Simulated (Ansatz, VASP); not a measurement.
# Two plane-wave programs on ZrNbSe3

INCAR

```
SYSTEM = ZrNbSe3
PREC = Accurate
ENCUT = 600
EDIFF = 1E-6
ISMEAR = 0
SIGMA = 0.1
LREAL = .FALSE.
LASPH = .TRUE.
NELM = 60
ALGO = Normal
ISIF = 3
LWAVE = .FALSE.
LCHARG = .FALSE.
GGA = PE
IBRION = 2
NSW = 100
EDIFFG = -0.01
```

File KPOINTS:

```
Automatic mesh
0
G
  12 12 6
  0 0 0
```

POSCAR

```
ZrNbSe3
1.0
    4.1377434857      0.0000000000      0.0000000000
   -2.0688717428      3.5833909729      0.0000000000
    0.0000000000      0.0000000000      8.4596767491
Zr Nb Se
1 1 3
Direct
    0.3333333333      0.6666666667      0.0000000000
    0.6666666667      0.3333333333      0.5000000000
    0.6666666667      0.3333333333      0.1813122013
    0.6666666667      0.3333333333      0.8186877987
    0.0000000000      0.0000000000      0.5000000000
```

Input for Ansatz:

```yaml
crystal:
  lattice:
    - [4.1377435539, 0.0, 0.0]
    - [-2.068871777, 3.5833910321, 0.0]
    - [0.0, 0.0, 8.4596766408]
  atoms:
    - { symbol: Zr, position: [0.3333333333, 0.6666666667, 0.0] }
    - { symbol: Nb, position: [0.6666666667, 0.3333333333, 0.5] }
    - { symbol: Se, position: [0.6666666667, 0.3333333333, 0.1813121756] }
    - { symbol: Se, position: [0.6666666667, 0.3333333333, 0.8186878244] }
    - { symbol: Se, position: [0.0, 0.0, 0.5] }
basis:
  ecutwfc: 420
kpoints:
  mp_grid: { grid: [12, 12, 6] }
hamiltonian:
  xc: pbe
scf:
  occupations: { method: gaussian, width: 0.1 }
output:
  forces: true
  stress: true
  eigenvalues: true
relax:
  adjacent_minimum: "off"
  f_tol: 0.01
  max_steps: 80
  cell: { stress_tol: 0.05 }
```

Alike in both runs: task relaxation of cell and atoms; functional PBE; k mesh 12 × 12 × 6; occupations gaussian, width 0.1 eV; no spin polarisation.

```csv
,VASP,Ansatz
version,VASP 6.6.1,Ansatz 0.2.0
potentials or method,"VASP PAW PBE potentials, release 64 (Zr_sv, Nb_sv, Se), cutoff 600 eV","scalar-relativistic, plane waves, PAW"
valence electrons in the cell,43,73
```

|  | VASP | Ansatz | Ansatz less VASP |
| --- | --- | --- | --- |
| gap on the k mesh at the Fermi level, each at its own relaxed structure (eV) | none | none | - |
| relaxed volume (Å³/atom) | 25.13 | 25.14 | +0.001 |
| relaxed length of the cell vector where the two differ most in proportion (Å) | 4.141 | 4.142 | +0.0002 |

A gap of «none» marks a metal or a gap that the smearing closes. VASP's potentials hold 43 valence electrons a cell and Ansatz's 73, so a difference there can come from the potentials and not from the codes.
